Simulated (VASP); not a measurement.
# Te2Mo (Fd-3m) in VASP: further runs

The runs below take Te2Mo through single point, with PBE.

All numbers are computed with VASP 6.6.1; they aren't measurements. Logs are shortened: lines on timing, memory, paths and dates and some standing lists are left out, and cuts for length are marked.

## 1. The cell of the first run

It takes space group Fd-3m (No. 227, cubic). The conventional cell has a = 8.411 Å, b = 8.411 Å, c = 8.411 Å, α = 90.00°, β = 90.00°, γ = 90.00°. Te (site symmetry -3m) has 6 Te at 2.97 Å and 6 Mo at 3.49 Å within 3.9 Å. Mo (site symmetry -43m) has 12 Te at 3.49 Å and 4 Mo at 3.64 Å within 4.6 Å.

## 2. Single point, PBE

File INCAR:

```
SYSTEM = Te2Mo
PREC = Accurate ; ENCUT = 520
EDIFF = 1E-6 ; ISMEAR = 0
SIGMA = 0.1 ; LREAL = .FALSE.
LASPH = .TRUE. ; NELM = 60
ALGO = Normal ; ISIF = 2
LWAVE = .FALSE. ; LCHARG = .FALSE.
GGA = PE ; NBANDS = 35
```

File KPOINTS:

```
Automatic mesh
0
G
  4 4 4
  0 0 0
```

File POSCAR:

```
Te2Mo
1.0
    0.0000000000      4.2055779821      4.2055779821
    4.2055779821      0.0000000000      4.2055779821
    4.2055779821      4.2055779821      0.0000000000
Te Mo
4 2
Direct
    0.6250000000      0.6250000000      0.6250000000
    0.1250000000      0.6250000000      0.6250000000
    0.6250000000      0.6250000000      0.1250000000
    0.6250000000      0.1250000000      0.6250000000
    0.0000000000      0.0000000000      0.0000000000
    0.2500000000      0.2500000000      0.2500000000
```

Potentials or basis: VASP PAW PBE potentials, release 64 (Te, Mo_sv).

Run with:

```
> cat potpaw_PBE.64/Te/POTCAR potpaw_PBE.64/Mo_sv/POTCAR > POTCAR
> mpirun -np 1 vasp_std > vasp.out
```

OUTCAR:

```text
SYSTEM = Te2Mo
   PREC = Accurate
   ENCUT = 520
   EDIFF = 1E-6
   ISMEAR = 0
   LREAL = .FALSE.
   LASPH = .TRUE.
   NELM = 60
   ISIF = 2
   GGA = PE

 ion  position               nearest neighbor table
   1  0.625  0.625  0.625-   2 2.97   3 2.97   4 2.97   3 2.97   4 2.97   2 2.97   6 3.49   5 3.49
                             6 3.49   5 3.49   6 3.49   5 3.49
   2  0.125  0.625  0.625-   1 2.97   3 2.97   4 2.97   1 2.97   3 2.97   4 2.97   5 3.49   6 3.49
                             5 3.49   6 3.49   6 3.49   5 3.49
   3  0.625  0.625  0.125-   1 2.97   1 2.97   2 2.97   4 2.97   4 2.97   2 2.97   6 3.49   5 3.49
                             6 3.49   5 3.49   6 3.49   5 3.49
   4  0.625  0.125  0.625-   1 2.97   3 2.97   1 2.97   2 2.97   3 2.97   2 2.97   6 3.49   5 3.49
                             6 3.49   5 3.49   6 3.49   5 3.49
   5  0.000  0.000  0.000-   3 3.49   4 3.49   2 3.49   3 3.49   2 3.49   4 3.49   1 3.49   1 3.49
                             1 3.49   2 3.49   3 3.49   4 3.49
   6  0.250  0.250  0.250-   2 3.49   4 3.49   2 3.49   3 3.49   3 3.49   4 3.49   1 3.49   1 3.49
                             1 3.49   2 3.49   3 3.49   4 3.49

  LATTYP: Found a face centered cubic cell.
 ALAT       =     8.4111559642

  Lattice vectors:

 A1 = (   0.0000000000,   4.2055779821,   4.2055779821)
 A2 = (   4.2055779821,   0.0000000000,   4.2055779821)
 A3 = (   4.2055779821,   4.2055779821,   0.0000000000)

Analysis of symmetry for initial positions (statically):
=====================================================================
 Subroutine PRICEL returns:
 Original cell was already a primitive cell.

 Routine SETGRP: Setting up the symmetry group for a
 face centered cubic supercell.

 Subroutine GETGRP returns: Found 48 space group operations
 (whereof 24 operations were pure point group operations)
 out of a pool of 48 trial point group operations.

The static configuration has the point symmetry T_d .
 The point group associated with its full space group is O_h .

Analysis of symmetry for dynamics (positions and initial velocities):
=====================================================================
 Subroutine PRICEL returns:
 Original cell was already a primitive cell.

 Routine SETGRP: Setting up the symmetry group for a
 face centered cubic supercell.

 Subroutine GETGRP returns: Found 48 space group operations
 (whereof 24 operations were pure point group operations)
 out of a pool of 48 trial point group operations.

The dynamic configuration has the point symmetry T_d .
 The point group associated with its full space group is O_h .

[... 93 lines left out ...]
   IBRION =     -1    ionic relax: 0-MD 1-quasi-New 2-CG
   NFREE  =      0    steps in history (QN), initial steepest desc. (CG)
   ISIF   =      2    stress and relaxation
   ISYM   =      2    0-nonsym 1-usesym 2-fastsym
   POTIM  = 0.5000    time-step for ionic-motion
   TEBEG  =    0.0;   TEEND  =   0.0 temperature during run
   PSTRESS=    0.0 pullay stress
   NELECT =      52.0000    total number of electrons
   NUPDOWN=      -1.0000    fix difference up-down
   EMIN   =  10.00;   EMAX   =-10.00  energy-range for DOS
   EFERMI =   0.00;   METHOD = LEGACY
   ISMEAR =     0;   SIGMA  =   0.10  broadening in eV -4-tet -1-fermi 0-gaus
   EFERMI_NEDOS =   21; number of points for ismear=-14 and -15
   IALGO  =     38    algorithm
   IMIX   =      4    mixing-type and parameters
     AMIX     =   0.40;   BMIX     =  1.00
     AMIX_MAG =   1.60;   BMIX_MAG =  1.00
  volume/ion in A,a.u.               =      24.79       167.32
  Fermi-wavevector in a.u.,A,eV,Ry     =   1.153206  2.179243 18.094174  1.329884
  Thomas-Fermi vector in A             =   2.289852
   LORBIT       =      0    0 simple, 1 ext, 2 COOP (PROOUT), +10 PAW based schemes
   GGA     = PE    functional components
   LHFCALC =     F    Hartree Fock is set to
   AEXX    =    0.0000 exact exchange contribution
   IVDW    =     0    specifies the selected vdW correction
   LEPSILON=     F    determine dielectric tensor
   LRPA    =     F    only Hartree local field effects (RPA)
 non-spin polarized calculation
 Gauss-broadening in eV      SIGMA  =   0.10
  energy-cutoff  :      520.00
  volume of cell :      148.77
 maximum number of plane-waves:      4016
 NGX is ok and might be reduce to    48
   NGX = 23   NGY = 23   NGZ = 23

 number of electron      52.0000000 magnetization

 Free energy of the ion-electron system (eV)
  ---------------------------------------------------
  ext. energy  EPLUGINS =         0.00000000
  ---------------------------------------------------
  free energy    TOTEN  =       -23.65354019 eV

  energy without entropy =      -23.60386081  energy(sigma->0) =      -23.62870050

 E-fermi :   9.3113     XC(G=0): -10.7353

 val. band max:        9.2946666147   @ k =   0.2500   0.2500   0.0000
 cond. band min:       9.3399609633   @ k =  -0.2500   0.2500   0.0000
 fundamental gap:      0.0452943486
 Fermi energy:         9.3113388428

 k-point     1 :       0.0000    0.0000    0.0000
  band No.  band energies     occupation
      1     -51.8119      2.00000
      2     -51.8071      2.00000
      3     -25.8800      2.00000
      4     -25.8800      2.00000
      5     -25.8800      2.00000
      6     -25.8540      2.00000
[... 293 lines left out ...]
     34      11.2024      0.00000
     35      12.0566      0.00000

------------------------ aborting loop because EDIFF is reached ----------------------------------------

  FORCE on cell =-STRESS in cart. coord.  units (eV):
  Direction    XX          YY          ZZ          XY          YZ          ZX
  --------------------------------------------------------------------------------------
  -------------------------------------------------------------------------------------
  Total       -0.0567116     -0.0567116     -0.0567116      0.0000000     -0.0000000      0.0000000
  in kB       -0.6107664     -0.6107664     -0.6107664      0.0000000     -0.0000000      0.0000000
  external PRESSURE =      -0.6107664 kB  Pullay stress =       0.0000000 kB

 VOLUME and BASIS-vectors are now :
 -----------------------------------------------------------------------------
  energy-cutoff  :      520.00
  volume of cell :      148.77
      direct lattice vectors                 reciprocal lattice vectors
     0.000000000  4.205577982  4.205577982    -0.118889723  0.118889723  0.118889723
     4.205577982  0.000000000  4.205577982     0.118889723 -0.118889723  0.118889723
     4.205577982  4.205577982  0.000000000     0.118889723  0.118889723 -0.118889723

 POSITION                                       TOTAL-FORCE (eV/Angst)
 -----------------------------------------------------------------------------------
      5.25697      5.25697      5.25697        -0.000000      0.000000     -0.000000
      5.25697      3.15418      3.15418        -0.000000      0.000000     -0.000000
      3.15418      3.15418      5.25697        -0.000000      0.000000     -0.000000
      3.15418      5.25697      3.15418        -0.000000      0.000000     -0.000000
      0.00000      0.00000      0.00000         0.000000      0.000000      0.000000
      2.10279      2.10279      2.10279        -0.000000     -0.000000     -0.000000
 -----------------------------------------------------------------------------------
    total drift:                               -0.000000     -0.000000     -0.000000

  FREE ENERGIE OF THE ION-ELECTRON SYSTEM (eV)
  ---------------------------------------------------
  free  energy   TOTEN  =       -23.6535401863 eV

  energy  without entropy=      -23.6038608092  energy(sigma->0) =      -23.62870050
```

Run time: 78 s. Hardware: 1 thread of Intel Xeon 8259CL, shared host; peak memory 0.32 GiB.

Results:

| Item | Value |
| --- | --- |
| Free energy | -23.6535 eV |
| Pressure | -0.1 GPa |
| Band gap on the k mesh | zero (bands 26 and 27 overlap by 0.83 eV) |

Caveat: spin-orbit coupling is left out, which moves the levels of the heavy elements.

## 3. Single point, PBE

This run uses another cell than the first one, of 27.02 Å³/atom.

File INCAR:

```
SYSTEM = Te2Mo
PREC = Accurate
ENCUT = 520
EDIFF = 1E-6
ISMEAR = 0
SIGMA = 0.1
LREAL = .FALSE.
LASPH = .TRUE.
NELM = 80
ALGO = Normal
ISIF = 2
LWAVE = .FALSE.
LCHARG = .TRUE.
GGA = PE
LELF = .TRUE.
LVHAR = .TRUE.
NBANDS = 35
```

File KPOINTS:

```
regular mesh
0
G
  4 4 4
  0 0 0
```

POSCAR: that of step 2 with these lines changed.

```diff
@@ -2,5 +2,5 @@
 1.0
-    0.0000000000      4.2055779821      4.2055779821
-    4.2055779821      0.0000000000      4.2055779821
-    4.2055779821      4.2055779821      0.0000000000
+    0.0000000000      4.3280463014      4.3280463014
+    4.3280463014      0.0000000000      4.3280463014
+    4.3280463014      4.3280463014      0.0000000000
 Te Mo
```

Potentials or basis: VASP PAW PBE potentials, release 64 (Te, Mo_sv).

Run with:

```
> cat potpaw_PBE.64/Te/POTCAR potpaw_PBE.64/Mo_sv/POTCAR > POTCAR
> mpirun -np 1 vasp_std > vasp.out
```

OUTCAR:

```text
SYSTEM = Te2Mo
   PREC = Accurate
   ENCUT = 520
   EDIFF = 1E-6
   ISMEAR = 0
   LREAL = .FALSE.
   LASPH = .TRUE.
   NELM = 80
   ISIF = 2
   GGA = PE

 ion  position               nearest neighbor table
   1  0.625  0.625  0.625-   2 3.06   3 3.06   4 3.06   3 3.06   4 3.06   2 3.06
   2  0.125  0.625  0.625-   1 3.06   3 3.06   4 3.06   1 3.06   3 3.06   4 3.06
   3  0.625  0.625  0.125-   1 3.06   1 3.06   2 3.06   4 3.06   4 3.06   2 3.06
   4  0.625  0.125  0.625-   1 3.06   3 3.06   1 3.06   2 3.06   3 3.06   2 3.06
   5  0.000  0.000  0.000-
   6  0.250  0.250  0.250-

  LATTYP: Found a face centered cubic cell.
 ALAT       =     8.6560926028

  Lattice vectors:

 A1 = (   0.0000000000,   4.3280463014,   4.3280463014)
 A2 = (   4.3280463014,   0.0000000000,   4.3280463014)
 A3 = (   4.3280463014,   4.3280463014,   0.0000000000)

Analysis of symmetry for initial positions (statically):
=====================================================================
 Subroutine PRICEL returns:
 Original cell was already a primitive cell.

 Routine SETGRP: Setting up the symmetry group for a
 face centered cubic supercell.

 Subroutine GETGRP returns: Found 48 space group operations
 (whereof 24 operations were pure point group operations)
 out of a pool of 48 trial point group operations.

The static configuration has the point symmetry T_d .
 The point group associated with its full space group is O_h .

Analysis of symmetry for dynamics (positions and initial velocities):
=====================================================================
 Subroutine PRICEL returns:
 Original cell was already a primitive cell.

 Routine SETGRP: Setting up the symmetry group for a
 face centered cubic supercell.

[... 113 lines left out ...]
   IALGO  =     38    algorithm
   IMIX   =      4    mixing-type and parameters
     AMIX     =   0.40;   BMIX     =  1.00
     AMIX_MAG =   1.60;   BMIX_MAG =  1.00
  volume/ion in A,a.u.               =      27.02       182.37
  Fermi-wavevector in a.u.,A,eV,Ry     =   1.120574  2.117579 17.084660  1.255687
  Thomas-Fermi vector in A             =   2.257222
   LORBIT       =      0    0 simple, 1 ext, 2 COOP (PROOUT), +10 PAW based schemes
   GGA     = PE    functional components
   LHFCALC =     F    Hartree Fock is set to
   AEXX    =    0.0000 exact exchange contribution
   IVDW    =     0    specifies the selected vdW correction
   LEPSILON=     F    determine dielectric tensor
   LRPA    =     F    only Hartree local field effects (RPA)
 non-spin polarized calculation
 Gauss-broadening in eV      SIGMA  =   0.10
  energy-cutoff  :      520.00
  volume of cell :      162.15
 maximum number of plane-waves:      4398
 NGX is ok and might be reduce to    48
   NGX = 23   NGY = 23   NGZ = 23

 number of electron      51.9999997 magnetization

 Free energy of the ion-electron system (eV)
  ---------------------------------------------------
  ext. energy  EPLUGINS =         0.00000000
  ---------------------------------------------------
  free energy    TOTEN  =       -23.42556636 eV

  energy without entropy =      -23.36554846  energy(sigma->0) =      -23.39555741

 E-fermi :   8.1549     XC(G=0): -10.3331

 val. band max:        8.1271818436   @ k =  -0.2500   0.2500   0.0000
 cond. band min:       8.1607226212   @ k =   0.2500   0.2500   0.0000
 fundamental gap:      0.0335407776
 Fermi energy:         8.1548941606

 k-point     1 :       0.0000    0.0000    0.0000
  band No.  band energies     occupation
      1     -52.9806      2.00000
      2     -52.9775      2.00000
      3     -27.0414      2.00000
      4     -27.0414      2.00000
      5     -27.0414      2.00000
      6     -27.0231      2.00000
[... 293 lines left out ...]
     34       9.8040      0.00000
     35      10.6356      0.00000

------------------------ aborting loop because EDIFF is reached ----------------------------------------

  FORCE on cell =-STRESS in cart. coord.  units (eV):
  Direction    XX          YY          ZZ          XY          YZ          ZX
  --------------------------------------------------------------------------------------
  -------------------------------------------------------------------------------------
  Total       -5.0486696     -5.0486696     -5.0486696      0.0000000     -0.0000000     -0.0000000
  in kB      -49.8863634    -49.8863634    -49.8863634      0.0000000     -0.0000000     -0.0000000
  external PRESSURE =     -49.8863634 kB  Pullay stress =       0.0000000 kB

 VOLUME and BASIS-vectors are now :
 -----------------------------------------------------------------------------
  energy-cutoff  :      520.00
  volume of cell :      162.15
      direct lattice vectors                 reciprocal lattice vectors
     0.000000000  4.328046301  4.328046301    -0.115525566  0.115525566  0.115525566
     4.328046301  0.000000000  4.328046301     0.115525566 -0.115525566  0.115525566
     4.328046301  4.328046301  0.000000000     0.115525566  0.115525566 -0.115525566

 POSITION                                       TOTAL-FORCE (eV/Angst)
 -----------------------------------------------------------------------------------
      5.41006      5.41006      5.41006        -0.000000     -0.000000      0.000000
      5.41006      3.24603      3.24603        -0.000000     -0.000000      0.000000
      3.24603      3.24603      5.41006        -0.000000     -0.000000     -0.000000
      3.24603      5.41006      3.24603        -0.000000     -0.000000     -0.000000
      0.00000      0.00000      0.00000        -0.000000      0.000000      0.000000
      2.16402      2.16402      2.16402         0.000000     -0.000000     -0.000000
 -----------------------------------------------------------------------------------
    total drift:                               -0.000000     -0.000000     -0.000000

  FREE ENERGIE OF THE ION-ELECTRON SYSTEM (eV)
  ---------------------------------------------------
  free  energy   TOTEN  =       -23.4255663573 eV

  energy  without entropy=      -23.3655484650  energy(sigma->0) =      -23.39555741
```

OSZICAR:

```text
N       E                     dE             d eps       ncg     rms          rms(c)
DAV:   1     0.357601278861E+03    0.35760E+03   -0.24866E+04   632   0.132E+03
DAV:   2    -0.295257257820E+01   -0.36055E+03   -0.34957E+03   689   0.310E+02
DAV:   3    -0.236226728466E+02   -0.20670E+02   -0.19827E+02   738   0.601E+01
DAV:   4    -0.243093818164E+02   -0.68671E+00   -0.67077E+00   717   0.979E+00
DAV:   5    -0.243292819798E+02   -0.19900E-01   -0.19848E-01   750   0.173E+00    0.235E+01
DAV:   6    -0.266946599437E+02   -0.23654E+01   -0.26857E+01   675   0.146E+01    0.150E+01
DAV:   7    -0.235422928457E+02    0.31524E+01   -0.15951E+01   679   0.120E+01    0.877E+00
DAV:   8    -0.234231855986E+02    0.11911E+00   -0.11162E+00   610   0.355E+00    0.584E+00
DAV:   9    -0.234271764560E+02   -0.39909E-02   -0.33592E-02   764   0.621E-01    0.398E+00
DAV:  10    -0.234266385663E+02    0.53789E-03   -0.20544E-02   710   0.527E-01    0.509E-01
DAV:  11    -0.234257969333E+02    0.84163E-03   -0.19137E-03   706   0.139E-01    0.269E-01
DAV:  12    -0.234255926346E+02    0.20430E-03   -0.42042E-04   659   0.986E-02    0.167E-01
DAV:  13    -0.234255763322E+02    0.16302E-04   -0.28405E-05   746   0.225E-02    0.463E-02
DAV:  14    -0.234255692969E+02    0.70353E-05   -0.50188E-06   521   0.107E-02    0.287E-02
DAV:  15    -0.234255660514E+02    0.32455E-05   -0.52009E-06   587   0.963E-03    0.173E-03
DAV:  16    -0.234255663573E+02   -0.30592E-06   -0.27041E-07   319   0.279E-03
   1 F= -.23425566E+02 E0= -.23395557E+02  d E =-.600179E-01
```

stdout:

```text
POSCAR found type information on POSCAR TeMo
 POSCAR found :  2 types and       6 ions
 scaLAPACK will be used
 LDA part: xc-table for (Slater+PW92), standard interpolation
 POSCAR, INCAR and KPOINTS ok, starting setup
 FFT: planning ... GRIDC
 FFT: planning ... GRID_SOFT
 FFT: planning ... GRID
 WAVECAR not read
 entering main loop
```

Run time: 2 min. Hardware: 1 thread of Intel Xeon 8259CL, shared host; peak memory 0.32 GiB.

What came out:

```
Free energy            : -23.4256 eV
Pressure               : -5.0 GPa
Band gap on the k mesh : zero (bands 26 and 27 overlap by 0.77 eV)
```

Caveat: the cell stands under tension; spin-orbit coupling is left out, which moves the levels of the heavy elements.

The gap in the log of VASP goes by the Fermi energy; the results here count the filled bands.